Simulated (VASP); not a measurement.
# Ga3AsP2 (I-4m2) in VASP: single point with PBE

Aim: the single point of Ga3AsP2 with PBE.

All numbers are computed with VASP 6.6.1; they aren't measurements. Logs are shortened: lines on timing, memory, paths and dates and some standing lists are left out, and cuts for length are marked.

## Step 1: The cell of the first run

The structure is tetragonal, space group I-4m2 (No. 119). Conventional cell: a = 3.949 Å, b = 3.949 Å, c = 16.757 Å, α = 90.00°, β = 90.00°, γ = 90.00°. Ga (site symmetry 2mm) has 2 P at 2.40 Å and 2 As at 2.46 Å within 3.2 Å. Within 3.2 Å of Ga (site symmetry -4m2) lie 4 P at 2.40 Å. Within 3.2 Å of As (site symmetry -4m2) lie 4 Ga at 2.46 Å. Within 3.2 Å of P (site symmetry 2mm) lie 4 Ga at 2.40 Å.

## Step 2: Single point, PBE

Input file INCAR:

```
PREC     = Accurate       # precision mode
ENCUT    = 520            # plane-wave cutoff, eV
EDIFF    = 1E-6           # SCF threshold, eV
ISMEAR   = 0              # smearing method
SIGMA    = 0.1            # smearing width, eV
LREAL    = F              # projectors in reciprocal space
LASPH    = T              # aspherical terms in the spheres
NELM     = 80             # most SCF steps
ALGO     = Normal         # electronic algorithm
ISIF     = 2              # what is computed and relaxed
LWAVE    = F              # write WAVECAR
LCHARG   = T              # write CHGCAR
GGA      = PE             # functional
LELF     = T              # ELF
LVHAR    = T            
NBANDS   = 36             # bands
```

Input file KPOINTS:

```
Automatic mesh
0
Gamma
  8 8 8
```

Input file POSCAR:

```
Ga3AsP2
1.0
    0.0000000000     -3.9492783158      0.0000000000
    3.9492783158      0.0000000000      0.0000000000
   -1.9746391579      1.9746391579      8.3784141942
Ga As P
3 1 2
Direct
   -0.0041444097     -0.0041444097     -0.0082888193
    0.6708110763      0.6708110763      0.3416221527
    0.3333333333      0.3333333333      0.6666666667
    0.5833333333      0.0833333333      0.1666666667
    0.2520719031      0.7520719031      0.5041438062
    0.9145947636      0.4145947636      0.8291895272
```

Potentials or basis: VASP PAW PBE potentials, release 64 (Ga_d, As, P).

Command:

```sh
cat potpaw_PBE.64/Ga_d/POTCAR potpaw_PBE.64/As/POTCAR potpaw_PBE.64/P/POTCAR > POTCAR
mpirun -np 1 vasp_std > vasp.out
```

OUTCAR:

```text
PREC = Accurate
   ENCUT = 520
   EDIFF = 1E-6
   ISMEAR = 0
   LREAL = F
   LASPH = T
   NELM = 80
   ISIF = 2
   GGA = PE

 ion  position               nearest neighbor table
   1  0.996  0.996  0.992-   6 2.40   6 2.40   4 2.46   4 2.46
   2  0.671  0.671  0.342-   5 2.40   5 2.40   4 2.46   4 2.46
   3  0.333  0.333  0.667-   6 2.40   5 2.40   6 2.40   5 2.40
   4  0.583  0.083  0.167-   2 2.46   2 2.46   1 2.46   1 2.46
   5  0.252  0.752  0.504-   2 2.40   2 2.40   3 2.40   3 2.40
   6  0.915  0.415  0.829-   1 2.40   1 2.40   3 2.40   3 2.40

  LATTYP: Found a body centered tetragonal cell.
 ALAT       =     3.9492783158
 C/A-ratio  =     4.2430102536

  Lattice vectors:

 A1 = (  -1.9746391579,  -1.9746391579,  -8.3784141942)
 A2 = (   1.9746391579,   1.9746391579,  -8.3784141942)
 A3 = (   1.9746391579,  -1.9746391579,   8.3784141942)

Analysis of symmetry for initial positions (statically):
=====================================================================
 Subroutine PRICEL returns:
 Original cell was already a primitive cell.

 Routine SETGRP: Setting up the symmetry group for a
 body centered tetragonal supercell.

 Subroutine GETGRP returns: Found  8 space group operations
 (whereof  4 operations were pure point group operations)
 out of a pool of 16 trial point group operations.

The static configuration has the point symmetry C_2v.
 The point group associated with its full space group is D_2d.

Analysis of symmetry for dynamics (positions and initial velocities):
=====================================================================
 Subroutine PRICEL returns:
 Original cell was already a primitive cell.

 Routine SETGRP: Setting up the symmetry group for a
 body centered tetragonal supercell.

 Subroutine GETGRP returns: Found  8 space group operations
 (whereof  4 operations were pure point group operations)
 out of a pool of 16 trial point group operations.

The dynamic configuration has the point symmetry C_2v.
 The point group associated with its full space group is D_2d.

 Subroutine INISYM returns: Found  8 space group operations
 (whereof  4 operations are pure point group operations),
 and found     1 'primitive' translations

----------------------------------------------------------------------------------------

                                     Primitive cell

  volume of cell :     130.6764

  direct lattice vectors                    reciprocal lattice vectors
     0.000000000 -3.949278316  0.000000000     0.000000000 -0.253210820  0.059677164
     3.949278316  0.000000000  0.000000000     0.253210820  0.000000000  0.059677164
    -1.974639158  1.974639158  8.378414194     0.000000000  0.000000000  0.119354328

  length of vectors
     3.949278316  3.949278316  8.831547091     0.260148195  0.260148195  0.119354328

  position of ions in fractional coordinates (direct lattice)
     0.995855590  0.995855590  0.991711181
     0.670811076  0.670811076  0.341622153
     0.333333333  0.333333333  0.666666667
     0.583333333  0.083333333  0.166666667
     0.252071903  0.752071903  0.504143806
     0.914594764  0.414594764  0.829189527

  ion indices of the primitive-cell ions
   primitive index   ion index
                 1           1
                 2           2
                 3           3
                 4           4
                 5           5
                 6           6

----------------------------------------------------------------------------------------

 KPOINTS: Automatic mesh

Automatic generation of k-mesh.
 Grid dimensions read from file:
 generate k-points for:    8    8    8

 Generating k-lattice:

  Cartesian coordinates                     Fractional coordinates (reciprocal lattice)
     0.000000000 -0.031651352  0.007459646     0.125000000  0.000000000 -0.000000000
     0.031651352  0.000000000  0.007459646     0.000000000  0.125000000 -0.000000000
     0.000000000  0.000000000  0.014919291     0.000000000  0.000000000  0.125000000

  Length of vectors
     0.032518524  0.032518524  0.014919291

  Shift w.r.t. Gamma in fractional coordinates (k-lattice)
     0.000000000  0.000000000  0.000000000

 Subroutine IBZKPT returns following result:
 ===========================================

 Found     59 irreducible k-points:

 Following reciprocal coordinates:
            Coordinates               Weight
  0.000000  0.000000  0.000000      1.000000
  0.125000  0.000000 -0.000000      8.000000
  0.250000  0.000000 -0.000000      8.000000
  0.375000  0.000000  0.000000      8.000000
  0.500000  0.000000 -0.000000      4.000000
  0.125000  0.125000 -0.000000      8.000000
[... 16 lines left out ...]
  0.125000  0.000000  0.125000      8.000000
  0.250000  0.000000  0.125000      8.000000
 [... further k-points ...]
   k-points           NKPTS =     59   k-points in BZ     NKDIM =     59   number of bands    NBANDS=     36
   number of dos      NEDOS =    301   number of ions     NIONS =      6
   total plane-waves  NPLWV =  63000
   dimension x,y,z NGX =    30 NGY =   30 NGZ =   70
   dimension x,y,z NGXF=    60 NGYF=   60 NGZF=  140
   ions per type =               3   1   2
   NGX,Y,Z   is equivalent  to a cutoff of  12.63, 12.63, 13.18 a.u.
   NGXF,Y,Z  is equivalent  to a cutoff of  25.26, 25.26, 26.35 a.u.
 SYSTEM =  unknown system
   PREC   = accura    normal or accurate (medium, high low for compatibility)
   ISTART =      0    job   : 0-new  1-cont  2-samecut
   ICHARG =      2    charge: 1-file 2-atom 10-const
   ISPIN  =      1    spin polarized calculation?
   LNONCOLLINEAR =      F non collinear calculations
   LSORBIT =      F    spin-orbit coupling
   LASPH  =      T    aspherical Exc in radial PAW
   ENCUT  =  520.0 eV  38.22 Ry    6.18 a.u.   7.34  7.34 16.42*2*pi/ulx,y,z
   NELM   =     80;   NELMIN=  2; NELMDL= -5     # of ELM steps
   EDIFF  = 0.1E-05   stopping-criterion for ELM
   LREAL  =      F    real-space projection
   EDIFFG = 0.1E-04   stopping-criterion for IOM
   NSW    =      0    number of steps for IOM
   IBRION =     -1    ionic relax: 0-MD 1-quasi-New 2-CG
   NFREE  =      0    steps in history (QN), initial steepest desc. (CG)
   ISIF   =      2    stress and relaxation
   ISYM   =      2    0-nonsym 1-usesym 2-fastsym
   POTIM  = 0.5000    time-step for ionic-motion
   TEBEG  =    0.0;   TEEND  =   0.0 temperature during run
   PSTRESS=    0.0 pullay stress
   NELECT =      54.0000    total number of electrons
   NUPDOWN=      -1.0000    fix difference up-down
   EMIN   =  10.00;   EMAX   =-10.00  energy-range for DOS
   EFERMI =   0.00;   METHOD = LEGACY
   ISMEAR =     0;   SIGMA  =   0.10  broadening in eV -4-tet -1-fermi 0-gaus
   EFERMI_NEDOS =   21; number of points for ismear=-14 and -15
   IALGO  =     38    algorithm
   IMIX   =      4    mixing-type and parameters
     AMIX     =   0.40;   BMIX     =  1.00
     AMIX_MAG =   1.60;   BMIX_MAG =  1.00
  volume/ion in A,a.u.               =      21.78       146.97
  Fermi-wavevector in a.u.,A,eV,Ry     =   1.219384  2.304301 20.230450  1.486896
  Thomas-Fermi vector in A             =   2.354637
   LORBIT       =      0    0 simple, 1 ext, 2 COOP (PROOUT), +10 PAW based schemes
   GGA     = PE    functional components
   LHFCALC =     F    Hartree Fock is set to
   AEXX    =    0.0000 exact exchange contribution
   IVDW    =     0    specifies the selected vdW correction
   LEPSILON=     F    determine dielectric tensor
   LRPA    =     F    only Hartree local field effects (RPA)
 non-spin polarized calculation
 Gauss-broadening in eV      SIGMA  =   0.10
  energy-cutoff  :      520.00
  volume of cell :      130.68
 maximum number of plane-waves:      3575
 NGX is ok and might be reduce to    30
   NGX = 15   NGY = 15   NGZ = 33

 number of electron      54.0000015 magnetization

 Free energy of the ion-electron system (eV)
  ---------------------------------------------------
  ext. energy  EPLUGINS =         0.00000000
  ---------------------------------------------------
  free energy    TOTEN  =       -26.48087533 eV

  energy without entropy =      -26.48087533  energy(sigma->0) =      -26.48087533

 E-fermi :   4.5179     XC(G=0):  -9.5884

 val. band max:        4.0821647512   @ k =   0.0000   0.0000   0.0000
 cond. band min:       5.1210876036   @ k =   0.0000   0.0000   0.0000
 fundamental gap:      1.0389228523
 Fermi energy:         4.5178609259

 k-point     1 :       0.0000    0.0000    0.0000
  band No.  band energies     occupation
      1     -10.6321      2.00000
      2     -10.6065      2.00000
      3     -10.5484      2.00000
      4     -10.5484      2.00000
      5     -10.5363      2.00000
      6     -10.5006      2.00000
[... 28 lines left out ...]
     35       7.9640      0.00000
     36      11.9615      0.00000

 k-point     2 :       0.1250    0.0000   -0.0000
  band No.  band energies     occupation
      1     -10.6300      2.00000
      2     -10.6044      2.00000
      3     -10.5551      2.00000
      4     -10.5469      2.00000
      5     -10.5330      2.00000
      6     -10.5058      2.00000
[... 28 lines left out ...]
     35       8.4878      0.00000
     36      10.5420      0.00000

 k-point     3 :       0.2500    0.0000   -0.0000
  band No.  band energies     occupation
      1     -10.6256      2.00000
      2     -10.6026      2.00000
      3     -10.5716      2.00000
      4     -10.5434      2.00000
      5     -10.5258      2.00000
      6     -10.5138      2.00000
[... 28 lines left out ...]
     35       9.4907      0.00000
     36      10.0357      0.00000
[... 742 lines left out ...]
 k-point    23 :       0.1250    0.0000    0.1250
  band No.  band energies     occupation
      1     -10.6335      2.00000
      2     -10.5976      2.00000
      3     -10.5561      2.00000
      4     -10.5462      2.00000
      5     -10.5352      2.00000
      6     -10.5087      2.00000
[... 28 lines left out ...]
     35       8.3905      0.00000
     36      10.0577      0.00000

 k-point    24 :       0.2500    0.0000    0.1250
  band No.  band energies     occupation
      1     -10.6280      2.00000
      2     -10.5972      2.00000
      3     -10.5736      2.00000
      4     -10.5432      2.00000
      5     -10.5274      2.00000
      6     -10.5156      2.00000
[... 28 lines left out ...]
     35       9.6269      0.00000
     36       9.6479      0.00000

 [... further k-points ...]
[... 5 lines left out ...]
  --------------------------------------------------------------------------------------
  -------------------------------------------------------------------------------------
  Total        0.0170635      0.0170635      0.0270437      0.0000000      0.0000000      0.0000000
  in kB        0.2092095      0.2092095      0.3315727      0.0000000      0.0000000      0.0000000
  external PRESSURE =       0.2499972 kB  Pullay stress =       0.0000000 kB

 VOLUME and BASIS-vectors are now :
 -----------------------------------------------------------------------------
  energy-cutoff  :      520.00
  volume of cell :      130.68
      direct lattice vectors                 reciprocal lattice vectors
     0.000000000 -3.949278316  0.000000000     0.000000000 -0.253210820  0.059677164
     3.949278316  0.000000000  0.000000000     0.253210820  0.000000000  0.059677164
    -1.974639158  1.974639158  8.378414194     0.000000000  0.000000000  0.119354328

 POSITION                                       TOTAL-FORCE (eV/Angst)
 -----------------------------------------------------------------------------------
      1.97464     -1.97464      8.30897        -0.000000      0.000000     -0.016697
      1.97464     -1.97464      2.86225         0.000000     -0.000000      0.016697
     -0.00000      0.00000      5.58561        -0.000000     -0.000000     -0.000000
     -0.00000     -1.97464      1.39640        -0.000000     -0.000000     -0.000000
      1.97464     -0.00000      4.22393        -0.000000      0.000000     -0.007081
      0.00000     -1.97464      6.94729         0.000000     -0.000000      0.007081
 -----------------------------------------------------------------------------------
    total drift:                                0.000020     -0.000014     -0.000043

  FREE ENERGIE OF THE ION-ELECTRON SYSTEM (eV)
  ---------------------------------------------------
  free  energy   TOTEN  =       -26.4808753281 eV

  energy  without entropy=      -26.4808753281  energy(sigma->0) =      -26.48087533
```

Wall time 5 min (1 thread of Intel Xeon 6975P-C, shared host); peak memory 0.4 GiB.

What came out:

```yaml
Free_energy: -26.4809 eV
Pressure: 0.0 GPa
Largest_force: 0.017 eV/Å
Band_gap_on_the_k_mesh: 1.04 eV, direct
```

Forces in eV/Å, atoms in the order of the input:
```
Ga   0.000  0.000 -0.017
Ga   0.000  0.000  0.017
Ga   0.000  0.000  0.000
As   0.000  0.000  0.000
P    0.000  0.000 -0.007
P    0.000  0.000  0.007
```
